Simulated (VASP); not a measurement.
Here is a VASP 6.6.1 calculation.

File INCAR:

```
SYSTEM = CuO
ALGO = Normal
EDIFF = 1E-7
ENCUT = 520
GGA = PS
ISIF = 2
ISMEAR = 0
LASPH = .True.
LCHARG = .True.
LELF = .True.
LREAL = .False.
LVHAR = .True.
LWAVE = .False.
NBANDS = 25
NELM = 80
PREC = Accurate
SIGMA = 0.1
```

Contents of KPOINTS:

```
k-points
0
Gamma
  16 16 8
  0 0 0
```

POSCAR

```
CuO
1.0
    2.0443624575     -2.0423065868      0.1596126392
    2.0443624575      2.0423065868      0.1596126392
   -0.3973201856      0.0000000000      5.0764977029
Cu O
2 2
Direct
    0.0000000000      0.5000000000      0.0000000000
    0.5000000000      0.0000000000      0.5000000000
    0.5000411460      0.4999588540      0.2500000000
    0.4999588540      0.5000411460      0.7500000000
```

Potentials or basis: VASP PAW PBE potentials, release 64 (Cu, O).

Launch:

```console
$ cat potpaw_PBE.64/Cu/POTCAR potpaw_PBE.64/O/POTCAR > POTCAR
$ mpirun -np 1 vasp_std > vasp.out
```

Problem. Estimate the band gap on the k mesh.

Solution. Zero (band 17 reaches 5.92 eV, above the bottom of band 18 at 4.71 eV).

Problem. Estimate the pressure.

Solution. 0.8 GPa.

Stress tensor (GPa, compression positive):
```
 0.60  0.00 -0.03
 0.00  0.65  0.00
-0.03  0.00  1.07
```

Caveat: the PAW data sets were made with another functional, which shifts forces and pressure a little; semilocal functionals often make such compounds metallic where correlation or magnetic order opens a gap, which also shifts bond lengths. With open d or f shells a metallic result of PBEsol can be an artefact of self-interaction; +U or a hybrid may open a gap.
